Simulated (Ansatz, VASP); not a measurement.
**One calculation of TaSi2, two programs**

```xyz
3
Lattice="2.9517 0.0000 0.0000 -1.4758 2.5562 0.0000 0.0000 0.0000 6.1525" Properties=species:S:1:pos:R:3 pbc="T T T"
Ta    0.0000    0.0000    0.0000
Si    0.0000    1.7041    2.1076
Si    1.4758    0.8521    4.0449
```

Change from the starting cell: species swapped into the MnI2 type (P-3m1, No. 164).

Alike in both runs: functional PBE; k mesh 6 × 6 × 4; occupations gaussian, width 0.1 eV; no spin polarisation.

Ansatz relaxed the structure, and its values are those at the end. VASP's run is a single point on that final structure, the one shown.

|  | VASP | Ansatz |
| --- | --- | --- |
| version | VASP 6.6.1 | Ansatz 0.2.0 |
| potentials or method | VASP PAW PBE potentials, release 64 (Ta_pv, Si), cutoff 520 eV | scalar-relativistic, plane waves, PAW |
| valence electrons in the cell | 19 | 21 |

|  | VASP | Ansatz | Ansatz less VASP |
| --- | --- | --- | --- |
| gap on the k mesh at the Fermi level (eV) | none | none | - |
| pressure (GPa) | 0.1 | 0.1 | -0.05 |
| rms of the force components (eV/Å) | 0.005 | 0.001 | -0.0044 |

A gap of «none» marks a metal or a gap that the smearing closes. With one functional, cell and mesh, what is left measures potentials, basis and numerics. VASP's potentials hold 19 valence electrons a cell and Ansatz's 21, so a difference there can come from the potentials and not from the codes.

The k mesh is coarse, so the values compare programs but aren't converged. Spin-orbit coupling is off throughout.
